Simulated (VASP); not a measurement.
# K in VASP: further runs, part 2 of 2

VASP 6.6.1.

## Step 4: Single point, PBEsol

This run uses another cell than the first one, of 71.09 Å³/atom, 0.990 times its volume.

INCAR

```
SYSTEM = K
ALGO = Normal
EDIFF = 1E-7
ENCUT = 520
GGA = PS
ISIF = 2
ISMEAR = 0
LASPH = .True.
LCHARG = .False.
LREAL = .False.
LWAVE = .False.
NBANDS = 10
NELM = 100
PREC = Accurate
SIGMA = 0.1
```

KPOINTS

```
k-points
0
Gamma
  15 15 15
  0 0 0
```

POSCAR

```
K
1.0
    3.6976848033      2.1348593165      1.5008468286
   -3.6976848033      2.1348593165      1.5008468286
    0.0000000000     -4.2697186331      1.5008468286
K
1
Direct
    0.5000000000      0.5000000000      0.5000000000
```

Potentials or basis: VASP PAW PBE potentials, release 64 (K_sv).

Started as:

```
$ cat potpaw_PBE.64/K_sv/POTCAR > POTCAR
$ mpirun -np 1 vasp_std > vasp.out
```

OUTCAR:

```text
SYSTEM = K
   EDIFF = 1E-7
   ENCUT = 520
   GGA = PS
   ISIF = 2
   ISMEAR = 0
   LASPH = .True.
   LREAL = .False.
   NELM = 100
   PREC = Accurate

 ion  position               nearest neighbor table
   1  0.500  0.500  0.500-

  LATTYP: Found a trigonal (rhomboedric) cell.
 ALAT       =     4.5258190871
 COS(alpha) =    -0.3350434278

  Lattice vectors:

 A1 = (   3.6976848033,   2.1348593165,   1.5008468286)
 A2 = (  -3.6976848033,   2.1348593165,   1.5008468286)
 A3 = (   0.0000000000,  -4.2697186331,   1.5008468286)

Analysis of symmetry for initial positions (statically):
=====================================================================
 Subroutine PRICEL returns:
 Original cell was already a primitive cell.

 Routine SETGRP: Setting up the symmetry group for a
 trigonal (rhombohedral) supercell.

 Subroutine GETGRP returns: Found 12 space group operations
 (whereof 12 operations were pure point group operations)
 out of a pool of 12 trial point group operations.

The static configuration has the point symmetry D_3d.

Analysis of symmetry for dynamics (positions and initial velocities):
=====================================================================
 Subroutine PRICEL returns:
 Original cell was already a primitive cell.

 Routine SETGRP: Setting up the symmetry group for a
 trigonal (rhombohedral) supercell.

 Subroutine GETGRP returns: Found 12 space group operations
 (whereof 12 operations were pure point group operations)
 out of a pool of 12 trial point group operations.

The dynamic configuration has the point symmetry D_3d.

 Subroutine INISYM returns: Found 12 space group operations
 (whereof 12 operations are pure point group operations),
 and found     1 'primitive' translations

----------------------------------------------------------------------------------------

                                     Primitive cell

  volume of cell :      71.0864

  direct lattice vectors                    reciprocal lattice vectors
     3.697684803  2.134859317  1.500846829     0.135219746  0.078069157  0.222096837
    -3.697684803  2.134859317  1.500846829    -0.135219746  0.078069157  0.222096837
     0.000000000 -4.269718633  1.500846829     0.000000000 -0.156138314  0.222096837

  length of vectors
     4.525819087  4.525819087  4.525819087     0.271488817  0.271488817  0.271488817

  position of ions in fractional coordinates (direct lattice)
     0.500000000  0.500000000  0.500000000

  ion indices of the primitive-cell ions
   primitive index   ion index
                 1           1

----------------------------------------------------------------------------------------

 KPOINTS: k-points

Automatic generation of k-mesh.
 Grid dimensions read from file:
 generate k-points for:   15   15   15

 Generating k-lattice:

  Cartesian coordinates                     Fractional coordinates (reciprocal lattice)
     0.009014650  0.005204610  0.014806456     0.066666667 -0.000000000  0.000000000
    -0.009014650  0.005204610  0.014806456    -0.000000000  0.066666667  0.000000000
     0.000000000 -0.010409221  0.014806456     0.000000000  0.000000000  0.066666667

  Length of vectors
     0.018099254  0.018099254  0.018099254

  Shift w.r.t. Gamma in fractional coordinates (k-lattice)
     0.000000000  0.000000000  0.000000000

 Subroutine IBZKPT returns following result:
 ===========================================

 Found    344 irreducible k-points:

 Following reciprocal coordinates:
            Coordinates               Weight
  0.000000  0.000000  0.000000      1.000000
  0.066667  0.000000  0.000000      6.000000
  0.133333  0.000000 -0.000000      6.000000
  0.200000 -0.000000 -0.000000      6.000000
  0.266667  0.000000 -0.000000      6.000000
  0.333333  0.000000 -0.000000      6.000000
[... 16 lines left out ...]
  0.133333  0.133333 -0.000000      6.000000
  0.200000  0.133333 -0.000000     12.000000
 [... further k-points ...]
   k-points           NKPTS =    344   k-points in BZ     NKDIM =    344   number of bands    NBANDS=     10
   number of dos      NEDOS =    301   number of ions     NIONS =      1
   total plane-waves  NPLWV =  46656
   dimension x,y,z NGX =    36 NGY =   36 NGZ =   36
   dimension x,y,z NGXF=    72 NGYF=   72 NGZF=   72
   ions per type =               1
   NGX,Y,Z   is equivalent  to a cutoff of  13.22, 13.22, 13.22 a.u.
   NGXF,Y,Z  is equivalent  to a cutoff of  26.45, 26.45, 26.45 a.u.
 SYSTEM =  K
   PREC   = accura    normal or accurate (medium, high low for compatibility)
   ISTART =      0    job   : 0-new  1-cont  2-samecut
   ICHARG =      2    charge: 1-file 2-atom 10-const
   ISPIN  =      1    spin polarized calculation?
   LNONCOLLINEAR =      F non collinear calculations
   LSORBIT =      F    spin-orbit coupling
   LASPH  =      T    aspherical Exc in radial PAW
   ENCUT  =  520.0 eV  38.22 Ry    6.18 a.u.   8.42  8.42  8.42*2*pi/ulx,y,z
   NELM   =    100;   NELMIN=  2; NELMDL= -5     # of ELM steps
   EDIFF  = 0.1E-06   stopping-criterion for ELM
   LREAL  =      F    real-space projection
   EDIFFG = 0.1E-05   stopping-criterion for IOM
   NSW    =      0    number of steps for IOM
   IBRION =     -1    ionic relax: 0-MD 1-quasi-New 2-CG
   NFREE  =      0    steps in history (QN), initial steepest desc. (CG)
   ISIF   =      2    stress and relaxation
   ISYM   =      2    0-nonsym 1-usesym 2-fastsym
   POTIM  = 0.5000    time-step for ionic-motion
   TEBEG  =    0.0;   TEEND  =   0.0 temperature during run
   PSTRESS=    0.0 pullay stress
   NELECT =       9.0000    total number of electrons
   NUPDOWN=      -1.0000    fix difference up-down
   EMIN   =  10.00;   EMAX   =-10.00  energy-range for DOS
   EFERMI =   0.00;   METHOD = LEGACY
   ISMEAR =     0;   SIGMA  =   0.10  broadening in eV -4-tet -1-fermi 0-gaus
   EFERMI_NEDOS =   21; number of points for ismear=-14 and -15
   IALGO  =     38    algorithm
   IMIX   =      4    mixing-type and parameters
     AMIX     =   0.40;   BMIX     =  1.00
     AMIX_MAG =   1.60;   BMIX_MAG =  1.00
  volume/ion in A,a.u.               =      71.09       479.71
  Fermi-wavevector in a.u.,A,eV,Ry     =   0.822041  1.553432  9.194153  0.675751
  Thomas-Fermi vector in A             =   1.933306
   LORBIT       =      0    0 simple, 1 ext, 2 COOP (PROOUT), +10 PAW based schemes
   GGA     = PS    functional components
   LHFCALC =     F    Hartree Fock is set to
   AEXX    =    0.0000 exact exchange contribution
   IVDW    =     0    specifies the selected vdW correction
   LEPSILON=     F    determine dielectric tensor
   LRPA    =     F    only Hartree local field effects (RPA)
 non-spin polarized calculation
 Gauss-broadening in eV      SIGMA  =   0.10
  energy-cutoff  :      520.00
  volume of cell :       71.09
 maximum number of plane-waves:      1937
 NGX is ok and might be reduce to    36
   NGX = 17   NGY = 17   NGZ = 17

 number of electron       9.0000000 magnetization

 Free energy of the ion-electron system (eV)
  ---------------------------------------------------
  ext. energy  EPLUGINS =         0.00000000
  ---------------------------------------------------
  free energy    TOTEN  =        -1.13482443 eV

  energy without entropy =       -1.13043076  energy(sigma->0) =       -1.13262760

 E-fermi :  -0.0801     XC(G=0):  -5.7818

 val. band max:       -0.0913707119   @ k =   0.4667   0.2000   0.1333
 cond. band min:      -0.0710635414   @ k =   0.2000   0.2000   0.1333
 fundamental gap:      0.0203071706
 Fermi energy:        -0.0800886490

 k-point     1 :       0.0000    0.0000    0.0000
  band No.  band energies     occupation
      1     -32.0654      2.00000
      2     -15.5728      2.00000
      3     -15.5728      2.00000
      4     -15.5726      2.00000
      5      -2.3007      2.00000
      6       4.2178      0.00000
      7       4.2437      0.00000
      8       4.2437      0.00000
      9       5.1780      0.00000
     10       5.1780      0.00000
[... 287 lines left out ...]
 k-point    24 :       0.2000    0.1333   -0.0000
  band No.  band energies     occupation
      1     -32.0622      2.00000
      2     -15.6205      2.00000
      3     -15.5875      2.00000
      4     -15.5766      2.00000
      5      -1.2588      2.00000
      6       2.7041      0.00000
      7       3.1954      0.00000
      8       4.7913      0.00000
      9       4.9393      0.00000
     10       5.4826      0.00000

 [... further k-points ...]

------------------------ aborting loop because EDIFF is reached ----------------------------------------

  FORCE on cell =-STRESS in cart. coord.  units (eV):
  Direction    XX          YY          ZZ          XY          YZ          ZX
  --------------------------------------------------------------------------------------
  -------------------------------------------------------------------------------------
  Total       -0.0128052     -0.0128052      0.0003730     -0.0000000     -0.0000000      0.0000000
  in kB       -0.2886089     -0.2886089      0.0084072     -0.0000000     -0.0000000      0.0000000
  external PRESSURE =      -0.1896036 kB  Pullay stress =       0.0000000 kB

 VOLUME and BASIS-vectors are now :
 -----------------------------------------------------------------------------
  energy-cutoff  :      520.00
  volume of cell :       71.09
      direct lattice vectors                 reciprocal lattice vectors
     3.697684803  2.134859317  1.500846829     0.135219746  0.078069157  0.222096837
    -3.697684803  2.134859317  1.500846829    -0.135219746  0.078069157  0.222096837
     0.000000000 -4.269718633  1.500846829     0.000000000 -0.156138314  0.222096837

 POSITION                                       TOTAL-FORCE (eV/Angst)
 -----------------------------------------------------------------------------------
      0.00000     -0.00000      2.25127         0.000000     -0.000000      0.000000
 -----------------------------------------------------------------------------------
    total drift:                               -0.000000     -0.000000      0.000000

  FREE ENERGIE OF THE ION-ELECTRON SYSTEM (eV)
  ---------------------------------------------------
  free  energy   TOTEN  =        -1.1348244344 eV

  energy  without entropy=       -1.1304307588  energy(sigma->0) =       -1.13262760
```

stdout:

```text
POSCAR found type information on POSCAR K
 POSCAR found :  1 types and       1 ions
 scaLAPACK will be used
 -----------------------------------------------------------------------------
|                                                                             |
|                                                                             |
|     You enforced a specific xc type in the INCAR file but a different       |
|     I HOPE YOU KNOW WHAT YOU ARE DOING!                                     |
|                                                                             |
 -----------------------------------------------------------------------------

 LDA part: xc-table for (Slater+PW92), standard interpolation
 POSCAR, INCAR and KPOINTS ok, starting setup
 FFT: planning ... GRIDC
 FFT: planning ... GRID_SOFT
 FFT: planning ... GRID
 WAVECAR not read
 entering main loop
```

It took 96 s on 1 thread of Intel Xeon 6975P-C (Granite Rapids), shared host; peak memory 0.36 GiB.

What came out:

* Free energy: -1.1348 eV
* Pressure: 0.0 GPa

Caveat: the PAW data sets were made with another functional, which shifts forces and pressure a little.

## Step 5: Overview

| cell | k mesh | gap on the mesh (eV) | pressure (GPa) |
| --- | --- | --- | --- |
| a = 4.535 Å, angles 109.5°, 1 atom | 6 × 6 × 6 | none | 0.0 |
| a = 4.535 Å, angles 109.5°, 1 atom | 16 × 16 × 16 | none | -0.1 |
| a = 4.526 Å, angles 109.6°, 1 atom | 15 × 15 × 15 | none | 0.0 |

Alike in all rows: task single point; level PBEsol; potentials or basis VASP PAW PBE potentials, release 64 (K_sv); no spin polarisation; cutoff (eV) 520; smearing gaussian 0.1 eV.

Caveats: the PAW data sets were made with another functional, which shifts forces and pressure a little.

Total energies depend on the potentials used, so only differences within one code and one set of settings carry meaning.
